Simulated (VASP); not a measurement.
Write the native input for VASP 6.6.1 that does the following.

- Task: single point
- Functional: PBE
- Potentials or basis: VASP PAW PBE potentials, release 64 (C)
- Cutoff: 520 eV
- k mesh: 10 × 10 × 10
- Occupations: gaussian, width 0.02 eV
- Spin: no spin polarisation
- Dipole correction: no
- Further INCAR settings: ALGO = Normal; EDIFF = 1e-06; NBANDS = 11

The structure of C lies in POSCAR:

```
C
1.0
    0.0000000000      1.7774254333      1.7953188443
    1.7774254333      0.0000000000      1.7953188443
    1.7774254333      1.7774254333      0.0000000000
C
2
Direct
    0.0000000000      0.0000000000      0.0000000000
    0.2500000000      0.2500000000      0.2500000000
```

These files were run (other wordings do the same):

INCAR

```
SYSTEM = C
ALGO = Normal
EDIFF = 1E-6
ENCUT = 520
GGA = PE
ISIF = 2
ISMEAR = 0
LASPH = .True.
LCHARG = .True.
LELF = .True.
LREAL = .False.
LVHAR = .True.
LWAVE = .False.
NBANDS = 11
NELM = 80
PREC = Accurate
SIGMA = 0.02
```

KPOINTS

```
k-points
0
Gamma
  10 10 10
  0 0 0
```

Potentials or basis: VASP PAW PBE potentials, release 64 (C).

Command:

```bash
$ cat potpaw_PBE.64/C/POTCAR > POTCAR
$ mpirun -np 1 vasp_std > vasp.out
```

It gave:

```yaml
Pressure: 2.5 GPa
Band_gap_on_the_k_mesh: 4.04 eV, indirect (least direct gap 5.50 eV)
```

Wall time 14 s on 1 thread of Intel(R) Xeon(R) Platinum 8488C (Sapphire Rapids), with other jobs on the host, peak memory 0.12 GiB.
